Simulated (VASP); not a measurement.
# IrRh3 (Pm-3m) in VASP: notebook

IrRh3 is run at these levels: LDA; tasks: single point, relaxation of cell and atoms.

Program: VASP 6.6.1. These are calculated values, not measurements. Logs are shortened: lines on timing, memory, paths and dates and some standing lists are left out, and cuts for length are marked.

## Step 1: The cell of the first run

The structure is cubic, space group Pm-3m (No. 221). The conventional cell has a = 3.766 Å, b = 3.766 Å, c = 3.766 Å, α = 90.00°, β = 90.00°, γ = 90.00°. Within 3.5 Å of Ir (site symmetry m-3m) lie 12 Rh at 2.66 Å. Rh (site symmetry 4/mmm) has 4 Ir at 2.66 Å and 8 Rh at 2.66 Å within 3.5 Å.

## Step 2: Single point, LDA

INCAR reads:

```
PREC = Accurate ; ENCUT = 520
EDIFF = 1E-7 ; ISMEAR = 1
SIGMA = 0.1 ; LREAL = False
LASPH = True ; NELM = 60
ALGO = Normal ; ISIF = 2
LWAVE = False ; LCHARG = True
LELF = True ; LVHAR = True
NBANDS = 35
```

KPOINTS reads:

```
Automatic mesh
0
Gamma
  5 5 5
```

POSCAR reads:

```
IrRh3
1.0
    3.7664287205      0.0000000000      0.0000000000
    0.0000000000      3.7664287205      0.0000000000
    0.0000000000      0.0000000000      3.7664287205
Ir Rh
1 3
Direct
    0.0000000000      0.0000000000      0.0000000000
    0.0000000000      0.5000000000      0.5000000000
    0.5000000000      0.0000000000      0.5000000000
    0.5000000000      0.5000000000      0.0000000000
```

Potentials or basis: VASP PAW LDA potentials, release 64 (Ir, Rh_pv).

Command:

```sh
$ cat potpaw_LDA.64/Ir/POTCAR potpaw_LDA.64/Rh_pv/POTCAR > POTCAR
$ mpirun -np 1 vasp_std > vasp.out
```

OUTCAR:

```text
PREC = Accurate
   ENCUT = 520
   EDIFF = 1E-7
   ISMEAR = 1
   LREAL = False
   LASPH = True
   NELM = 60
   ISIF = 2

 ion  position               nearest neighbor table
   1  0.000  0.000  0.000-   2 2.66   3 2.66   4 2.66   2 2.66   3 2.66   2 2.66   4 2.66   2 2.66
                             3 2.66   4 2.66   3 2.66   4 2.66
   2  0.000  0.500  0.500-   1 2.66   3 2.66   4 2.66   1 2.66   4 2.66   1 2.66   3 2.66   1 2.66
                             3 2.66   4 2.66   4 2.66   3 2.66
   3  0.500  0.000  0.500-   1 2.66   2 2.66   4 2.66   1 2.66   4 2.66   2 2.66   4 2.66   4 2.66
                             1 2.66   2 2.66   1 2.66   2 2.66
   4  0.500  0.500  0.000-   1 2.66   2 2.66   3 2.66   2 2.66   3 2.66   1 2.66   3 2.66   3 2.66
                             1 2.66   2 2.66   2 2.66   1 2.66

  LATTYP: Found a simple cubic cell.
 ALAT       =     3.7664287205

  Lattice vectors:

 A1 = (   3.7664287205,   0.0000000000,   0.0000000000)
 A2 = (   0.0000000000,   3.7664287205,   0.0000000000)
 A3 = (   0.0000000000,   0.0000000000,   3.7664287205)

Analysis of symmetry for initial positions (statically):
=====================================================================
 Subroutine PRICEL returns:
 Original cell was already a primitive cell.

 Routine SETGRP: Setting up the symmetry group for a
 simple cubic supercell.

 Subroutine GETGRP returns: Found 48 space group operations
 (whereof 48 operations were pure point group operations)
 out of a pool of 48 trial point group operations.

The static configuration has the point symmetry O_h .

Analysis of symmetry for dynamics (positions and initial velocities):
=====================================================================
 Subroutine PRICEL returns:
 Original cell was already a primitive cell.

 Routine SETGRP: Setting up the symmetry group for a
 simple cubic supercell.

 Subroutine GETGRP returns: Found 48 space group operations
 (whereof 48 operations were pure point group operations)
 out of a pool of 48 trial point group operations.

The dynamic configuration has the point symmetry O_h .

 Subroutine INISYM returns: Found 48 space group operations
 (whereof 48 operations are pure point group operations),
 and found     1 'primitive' translations

----------------------------------------------------------------------------------------

                                     Primitive cell

  volume of cell :      53.4305

  direct lattice vectors                    reciprocal lattice vectors
     3.766428720  0.000000000  0.000000000     0.265503498  0.000000000  0.000000000
     0.000000000  3.766428720  0.000000000     0.000000000  0.265503498  0.000000000
     0.000000000  0.000000000  3.766428720     0.000000000  0.000000000  0.265503498

  length of vectors
     3.766428720  3.766428720  3.766428720     0.265503498  0.265503498  0.265503498

  position of ions in fractional coordinates (direct lattice)
     0.000000000  0.000000000  0.000000000
     0.000000000  0.500000000  0.500000000
     0.500000000  0.000000000  0.500000000
     0.500000000  0.500000000  0.000000000

  ion indices of the primitive-cell ions
   primitive index   ion index
                 1           1
                 2           2
                 3           3
                 4           4

----------------------------------------------------------------------------------------

 KPOINTS: Automatic mesh

Automatic generation of k-mesh.
 Grid dimensions read from file:
 generate k-points for:    5    5    5

 Generating k-lattice:

  Cartesian coordinates                     Fractional coordinates (reciprocal lattice)
     0.053100700  0.000000000  0.000000000     0.200000000  0.000000000  0.000000000
     0.000000000  0.053100700  0.000000000     0.000000000  0.200000000  0.000000000
     0.000000000  0.000000000  0.053100700     0.000000000  0.000000000  0.200000000

  Length of vectors
     0.053100700  0.053100700  0.053100700

  Shift w.r.t. Gamma in fractional coordinates (k-lattice)
     0.000000000  0.000000000  0.000000000

 Subroutine IBZKPT returns following result:
 ===========================================

 Found     10 irreducible k-points:

 Following reciprocal coordinates:
            Coordinates               Weight
  0.000000  0.000000  0.000000      1.000000
  0.200000  0.000000  0.000000      6.000000
  0.400000  0.000000  0.000000      6.000000
  0.200000  0.200000  0.000000     12.000000
  0.400000  0.200000  0.000000     24.000000
  0.400000  0.400000  0.000000     12.000000
  0.200000  0.200000  0.200000      8.000000
  0.400000  0.200000  0.200000     24.000000
  0.400000  0.400000  0.200000     24.000000
  0.400000  0.400000  0.400000      8.000000
   k-points           NKPTS =     10   k-points in BZ     NKDIM =     10   number of bands    NBANDS=     35
   number of dos      NEDOS =    301   number of ions     NIONS =      4
   total plane-waves  NPLWV =  21952
   dimension x,y,z NGX =    28 NGY =   28 NGZ =   28
   dimension x,y,z NGXF=    56 NGYF=   56 NGZF=   56
   ions per type =               1   3
   NGX,Y,Z   is equivalent  to a cutoff of  12.36, 12.36, 12.36 a.u.
   NGXF,Y,Z  is equivalent  to a cutoff of  24.72, 24.72, 24.72 a.u.
 SYSTEM =  unknown system
   PREC   = accura    normal or accurate (medium, high low for compatibility)
   ISTART =      0    job   : 0-new  1-cont  2-samecut
   ICHARG =      2    charge: 1-file 2-atom 10-const
   ISPIN  =      1    spin polarized calculation?
   LNONCOLLINEAR =      F non collinear calculations
   LSORBIT =      F    spin-orbit coupling
   LASPH  =      T    aspherical Exc in radial PAW
   ENCUT  =  520.0 eV  38.22 Ry    6.18 a.u.   7.00  7.00  7.00*2*pi/ulx,y,z
   NELM   =     60;   NELMIN=  2; NELMDL= -5     # of ELM steps
   EDIFF  = 0.1E-06   stopping-criterion for ELM
   LREAL  =      F    real-space projection
   EDIFFG = 0.1E-05   stopping-criterion for IOM
   NSW    =      0    number of steps for IOM
   IBRION =     -1    ionic relax: 0-MD 1-quasi-New 2-CG
   NFREE  =      0    steps in history (QN), initial steepest desc. (CG)
   ISIF   =      2    stress and relaxation
   ISYM   =      2    0-nonsym 1-usesym 2-fastsym
   POTIM  = 0.5000    time-step for ionic-motion
   TEBEG  =    0.0;   TEEND  =   0.0 temperature during run
   PSTRESS=    0.0 pullay stress
   NELECT =      54.0000    total number of electrons
   NUPDOWN=      -1.0000    fix difference up-down
   EMIN   =  10.00;   EMAX   =-10.00  energy-range for DOS
   EFERMI =   0.00;   METHOD = LEGACY
   ISMEAR =     1;   SIGMA  =   0.10  broadening in eV -4-tet -1-fermi 0-gaus
   EFERMI_NEDOS =   21; number of points for ismear=-14 and -15
   IALGO  =     38    algorithm
   IMIX   =      4    mixing-type and parameters
     AMIX     =   0.40;   BMIX     =  1.00
     AMIX_MAG =   1.60;   BMIX_MAG =  1.00
  volume/ion in A,a.u.               =      13.36        90.14
  Fermi-wavevector in a.u.,A,eV,Ry     =   1.642894  3.104620 36.723515  2.699102
  Thomas-Fermi vector in A             =   2.733120
   LORBIT       =      0    0 simple, 1 ext, 2 COOP (PROOUT), +10 PAW based schemes
   GGA     = CA    functional components
   LHFCALC =     F    Hartree Fock is set to
   AEXX    =    0.0000 exact exchange contribution
   IVDW    =     0    specifies the selected vdW correction
   LEPSILON=     F    determine dielectric tensor
   LRPA    =     F    only Hartree local field effects (RPA)
 non-spin polarized calculation
 Methfessel and Paxton  Order N= 1 SIGMA  =   0.10
  energy-cutoff  :      520.00
  volume of cell :       53.43
 maximum number of plane-waves:      1456
   NGX = 15   NGY = 15   NGZ = 15

 number of electron      54.0000020 magnetization

 Free energy of the ion-electron system (eV)
  ---------------------------------------------------
  ext. energy  EPLUGINS =         0.00000000
  ---------------------------------------------------
  free energy    TOTEN  =       -36.50459205 eV

  energy without entropy =      -36.50304344  energy(sigma->0) =      -36.50407585

 E-fermi :  12.0688     XC(G=0): -14.5254

 val. band max:       12.0569556573   @ k =   0.2000   0.2000   0.0000
 cond. band min:      12.0702583123   @ k =   0.4000   0.0000   0.0000
 fundamental gap:      0.0133026550
 Fermi energy:        12.0688131467

 k-point     1 :       0.0000    0.0000    0.0000
  band No.  band energies     occupation
      1     -34.9725      2.00000
      2     -34.9725      2.00000
      3     -34.9725      2.00000
      4     -34.6311      2.00000
      5     -34.6311      2.00000
      6     -34.6311      2.00000
[... 27 lines left out ...]
     34      23.1693      0.00000
     35      25.0047      0.00000

 k-point     2 :       0.2000    0.0000    0.0000
  band No.  band energies     occupation
      1     -34.9442      2.00000
      2     -34.9442      2.00000
      3     -34.9253      2.00000
      4     -34.6410      2.00000
      5     -34.6410      2.00000
      6     -34.6345      2.00000
[... 27 lines left out ...]
     34      23.0319      0.00000
     35      23.9032      0.00000

 k-point     3 :       0.4000    0.0000    0.0000
  band No.  band energies     occupation
      1     -34.8867      2.00000
      2     -34.8867      2.00000
      3     -34.7981      2.00000
      4     -34.6684      2.00000
      5     -34.6684      2.00000
      6     -34.6399      2.00000
[... 27 lines left out ...]
     34      22.4708      0.00000
     35      22.9937      0.00000

 k-point     4 :       0.2000    0.2000    0.0000
  band No.  band energies     occupation
      1     -34.9622      2.00000
      2     -34.9145      2.00000
      3     -34.8483      2.00000
      4     -34.6988      2.00000
      5     -34.6478      2.00000
      6     -34.5936      2.00000
[... 27 lines left out ...]
     34      21.4101      0.00000
     35      24.2918      0.00000

 k-point     5 :       0.4000    0.2000    0.0000
  band No.  band energies     occupation
      1     -34.9184      2.00000
      2     -34.8518      2.00000
      3     -34.8028      2.00000
      4     -34.7297      2.00000
      5     -34.6700      2.00000
      6     -34.6401      2.00000
[... 27 lines left out ...]
     34      21.5103      0.00000
     35      23.9587      0.00000

 k-point     6 :       0.4000    0.4000    0.0000
  band No.  band energies     occupation
      1     -34.9333      2.00000
      2     -34.8882      2.00000
      3     -34.7675      2.00000
      4     -34.6991      2.00000
      5     -34.6748      2.00000
      6     -34.6673      2.00000
[... 27 lines left out ...]
     34      23.9674      0.00000
     35      24.2203      0.00000

 k-point     7 :       0.2000    0.2000    0.2000
  band No.  band energies     occupation
      1     -35.0008      2.00000
      2     -34.8363      2.00000
      3     -34.8363      2.00000
      4     -34.6801      2.00000
      5     -34.6801      2.00000
      6     -34.6402      2.00000
[... 27 lines left out ...]
     34      21.9760      0.00000
     35      22.8167      0.00000

 k-point     8 :       0.4000    0.2000    0.2000
  band No.  band energies     occupation
      1     -34.9868      2.00000
      2     -34.8238      2.00000
      3     -34.8118      2.00000
      4     -34.7356      2.00000
      5     -34.7203      2.00000
      6     -34.5898      2.00000
[... 27 lines left out ...]
     34      20.2244      0.00000
     35      21.1150      0.00000

 k-point     9 :       0.4000    0.4000    0.2000
  band No.  band energies     occupation
      1     -35.0255      2.00000
      2     -34.8981      2.00000
      3     -34.8145      2.00000
      4     -34.8049      2.00000
      5     -34.6208      2.00000
      6     -34.5600      2.00000
[... 27 lines left out ...]
     34      20.6893      0.00000
     35      22.3837      0.00000

 k-point    10 :       0.4000    0.4000    0.4000
  band No.  band energies     occupation
      1     -35.1164      2.00000
      2     -34.8977      2.00000
      3     -34.8927      2.00000
      4     -34.8927      2.00000
      5     -34.4908      2.00000
      6     -34.4908      2.00000
[... 27 lines left out ...]
     34      19.5325      0.00000
     35      21.3471      0.00000

------------------------ aborting loop because EDIFF is reached ----------------------------------------

  FORCE on cell =-STRESS in cart. coord.  units (eV):
  Direction    XX          YY          ZZ          XY          YZ          ZX
  --------------------------------------------------------------------------------------
  -------------------------------------------------------------------------------------
  Total        0.4316087      0.4316087      0.4316087     -0.0000000     -0.0000000      0.0000000
  in kB       12.9423029     12.9423029     12.9423029     -0.0000000     -0.0000000      0.0000000
  external PRESSURE =      12.9423029 kB  Pullay stress =       0.0000000 kB

 VOLUME and BASIS-vectors are now :
 -----------------------------------------------------------------------------
  energy-cutoff  :      520.00
  volume of cell :       53.43
      direct lattice vectors                 reciprocal lattice vectors
     3.766428720  0.000000000  0.000000000     0.265503498  0.000000000  0.000000000
     0.000000000  3.766428720  0.000000000     0.000000000  0.265503498  0.000000000
     0.000000000  0.000000000  3.766428720     0.000000000  0.000000000  0.265503498

 POSITION                                       TOTAL-FORCE (eV/Angst)
 -----------------------------------------------------------------------------------
      0.00000      0.00000      0.00000         0.000000      0.000000      0.000000
      0.00000      1.88321      1.88321         0.000000      0.000000      0.000000
      1.88321      0.00000      1.88321         0.000000      0.000000      0.000000
      1.88321      1.88321      0.00000         0.000000      0.000000      0.000000
 -----------------------------------------------------------------------------------
    total drift:                                0.000000      0.000000      0.000000

  FREE ENERGIE OF THE ION-ELECTRON SYSTEM (eV)
  ---------------------------------------------------
  free  energy   TOTEN  =       -36.5045920511 eV

  energy  without entropy=      -36.5030434367  energy(sigma->0) =      -36.50407585
```

It took 10 s on 1 thread of Intel Xeon Platinum 8559C (Emerald Rapids), shared host; peak memory 0.15 GiB.

Results:

* Free energy: -36.5046 eV
* Pressure: 1.3 GPa
* Band gap on the k mesh: zero (band 27 reaches 12.92 eV, above the bottom of band 28 at 11.18 eV)

Levels at points of the mesh, in eV from the Fermi level:
```csv
k point,band 25,band 26,band 27,band 28,band 29,band 30
"(0.00, 0.00, 0.00)",0.85,0.85,0.85,1.38,1.38,1.38
```

Caveat: spin-orbit coupling is left out, which moves the levels of the heavy elements.

## Step 3: Relaxation of cell and atoms, LDA

This run uses another cell than the first one, of 13.90 Å³/atom, 1.041 times its volume.

INCAR reads:

```
ALGO = Normal
EDIFF = 1E-6
EDIFFG = -0.02
ENCUT = 600
GGA = CA
IBRION = 2
ISIF = 3
ISMEAR = 1
LASPH = T
LCHARG = F
LREAL = F
LWAVE = F
NELM = 100
NSW = 80
PREC = Accurate
SIGMA = 0.1
```

KPOINTS reads:

```
k-points
0
Gamma
  5 5 5
```

POSCAR reads:

```
IrRh3
1.0
    3.8170600000      0.0000000000      0.0000000000
    0.0000000000      3.8170600000      0.0000000000
    0.0000000000      0.0000000000      3.8170600000
Ir Rh
1 3
Direct
    0.0000000000      0.0000000000      0.0000000000
    0.0000000000      0.5000000000      0.5000000000
    0.5000000000      0.0000000000      0.5000000000
    0.5000000000      0.5000000000      0.0000000000
```

Potentials or basis: VASP PAW LDA potentials, release 64 (Ir, Rh_pv).

Command:

```sh
$ cat potpaw_LDA.64/Ir/POTCAR potpaw_LDA.64/Rh_pv/POTCAR > POTCAR
$ mpirun -np 1 vasp_std > vasp.out
```

OUTCAR:

```text
EDIFF = 1E-6
   EDIFFG = -0.02
   ENCUT = 600
   GGA = CA
   IBRION = 2
   ISIF = 3
   ISMEAR = 1
   LASPH = T
   LREAL = F
   NELM = 100
   NSW = 80
   PREC = Accurate

 ion  position               nearest neighbor table
   1  0.000  0.000  0.000-   2 2.70   3 2.70   4 2.70   2 2.70   3 2.70   2 2.70   4 2.70   2 2.70
                             3 2.70   4 2.70   3 2.70   4 2.70
   2  0.000  0.500  0.500-   1 2.70   3 2.70   4 2.70   1 2.70   4 2.70   1 2.70   3 2.70   1 2.70
                             3 2.70   4 2.70   4 2.70   3 2.70
   3  0.500  0.000  0.500-   1 2.70   2 2.70   4 2.70   1 2.70   4 2.70   2 2.70   4 2.70   4 2.70
                             1 2.70   2 2.70   1 2.70   2 2.70
   4  0.500  0.500  0.000-   1 2.70   2 2.70   3 2.70   2 2.70   3 2.70   1 2.70   3 2.70   3 2.70
                             1 2.70   2 2.70   2 2.70   1 2.70

  LATTYP: Found a simple cubic cell.
 ALAT       =     3.8170600000

  Lattice vectors:

[... 175 lines left out ...]
  -------------------------------------------------------------------------------------
  Total       -3.9267464     -3.9267464     -3.9267464     -0.0000000      0.0000000      0.0000000
  in kB     -113.1244500   -113.1244500   -113.1244500     -0.0000000      0.0000000      0.0000000
  external PRESSURE =    -113.1244500 kB  Pullay stress =       0.0000000 kB
[... 101 lines left out ...]
--------------------------------------- Ionic step        4  -------------------------------------------

 number of electron      53.9999979 magnetization

 Free energy of the ion-electron system (eV)
  ---------------------------------------------------
  ext. energy  EPLUGINS =         0.00000000
  ---------------------------------------------------
  free energy    TOTEN  =       -36.50718705 eV

  energy without entropy =      -36.50565774  energy(sigma->0) =      -36.50667728

 E-fermi :  11.9926     XC(G=0): -14.5004

 val. band max:       11.9807725359   @ k =   0.2000   0.2000   0.0000
 cond. band min:      11.9934936220   @ k =   0.4000   0.0000   0.0000
 fundamental gap:      0.0127210861
 Fermi energy:        11.9926019374

 k-point     1 :       0.0000    0.0000    0.0000
  band No.  band energies     occupation
      1     -35.0325      2.00000
      2     -35.0325      2.00000
      3     -35.0325      2.00000
      4     -34.6958      2.00000
      5     -34.6958      2.00000
      6     -34.6958      2.00000
[... 370 lines left out ...]
  FREE ENERGIE OF THE ION-ELECTRON SYSTEM (eV)
  ---------------------------------------------------
  free  energy   TOTEN  =       -36.5071870456 eV

  energy  without entropy=      -36.5056577436  energy(sigma->0) =      -36.50667728

 reached required accuracy - stopping structural energy minimisation
```

It took 34 s on 1 thread of Intel Xeon Platinum 8559C (Emerald Rapids), shared host; peak memory 0.16 GiB.

What came out:

* Free energy: -36.5072 eV
* Relaxed volume: 13.41 Å³/atom
* Relaxed cell: a = 3.771 Å, b = 3.771 Å, c = 3.771 Å, α = 90.00°, β = 90.00°, γ = 90.00°
* Space group after relaxing (to 0.05 Å): Pm-3m (No. 221)
* Energy gained by relaxing: 18.3 meV/atom
* Ionic steps: 4
* Pressure after relaxing: -0.1 GPa
* Band gap on the k mesh: zero (band 27 reaches 12.84 eV, above the bottom of band 28 at 11.11 eV)

The path:
```csv
step,energy change (eV),largest force (eV/Å),pressure (GPa),volume (Å³)
1,0.0000,0.0000,-11.31,55.61
2,0.6868,0.0000,49.01,48.08
3,-0.0729,0.0000,-0.51,53.71
4,-0.0730,0.0000,-0.15,53.64
```

Final structure:
```yaml
crystal:
  lattice:
    - [3.77143, 0.00000, 0.00000]
    - [0.00000, 3.77143, 0.00000]
    - [0.00000, 0.00000, 3.77143]
  atoms:
    - { symbol: Ir, position: [0.00000, 0.00000, 0.00000] }
    - { symbol: Rh, position: [0.00000, 0.50000, 0.50000] }
    - { symbol: Rh, position: [0.50000, 0.00000, 0.50000] }
    - { symbol: Rh, position: [0.50000, 0.50000, 0.00000] }
```

Levels at points of the mesh, in eV from the Fermi level:
| k point | band 25 | band 26 | band 27 | band 28 | band 29 | band 30 |
| --- | --- | --- | --- | --- | --- | --- |
| (0.00, 0.00, 0.00) | 0.84 | 0.84 | 0.84 | 1.37 | 1.37 | 1.37 |

Caveat: spin-orbit coupling is left out, which moves the levels of the heavy elements.
